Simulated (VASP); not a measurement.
CdSe (Cadmoselite):

```
CELL_PARAMETERS angstrom
4.30000 0.00000 0.00000
-2.15000 3.72391 0.00000
0.00000 0.00000 7.02000
ATOMIC_POSITIONS crystal
Cd 0.66667 0.33333 0.50000
Cd 0.33333 0.66667 0.00000
Se 0.66667 0.33333 0.88500
Se 0.33333 0.66667 0.38500
```

```yaml
Program: VASP 6.6.1
Task: relaxation of cell and atoms
Functional: PBEsol
Potentials_or_basis: VASP PAW PBE potentials, release 64 (Cd, Se)
Cutoff: 600 eV
k_mesh: 7 × 7 × 4
Occupations: fermi-dirac, width 0.05 eV
Spin: no spin polarisation
```

At the start: pressure 0.5 GPa; volume 28.10 Å³/atom.

How do energy, volume and symmetry change on relaxing?

Over 10 steps the energy falls by 5.0 meV/atom and the volume is 28.29 Å³/atom (+0.7 %); space group P6_3mc (No. 186, to 0.05 Å).

Step by step:
```csv
step,energy change (eV),largest force (eV/Å),pressure (GPa),volume (Å³)
1,0.0000,0.2745,0.45,112.41
2,-0.0160,0.0634,-0.25,113.69
3,-0.0160,0.0678,-0.24,113.67
4,-0.0173,0.0374,0.04,113.07
5,-0.0174,0.0228,0.17,112.79
6,-0.0186,0.0177,0.15,112.85
7,-0.0198,0.0038,0.08,113.00
8,-0.0198,0.0045,0.08,113.00
9,-0.0198,0.0031,-0.06,113.31
10,-0.0198,0.0005,0.01,113.16
```

Final structure:
```
Cd Se
1.0
     4.30999    0.00000    0.00000
    -2.15499    3.73256    0.00000
     0.00000    0.00000    7.03429
Cd Se
2 2
Direct
  0.66667 0.33333 0.50465
  0.33333 0.66667 0.00465
  0.66667 0.33333 0.88035
  0.33333 0.66667 0.38035
```

Caveat: the PAW data sets were made with another functional, which shifts forces and pressure a little.
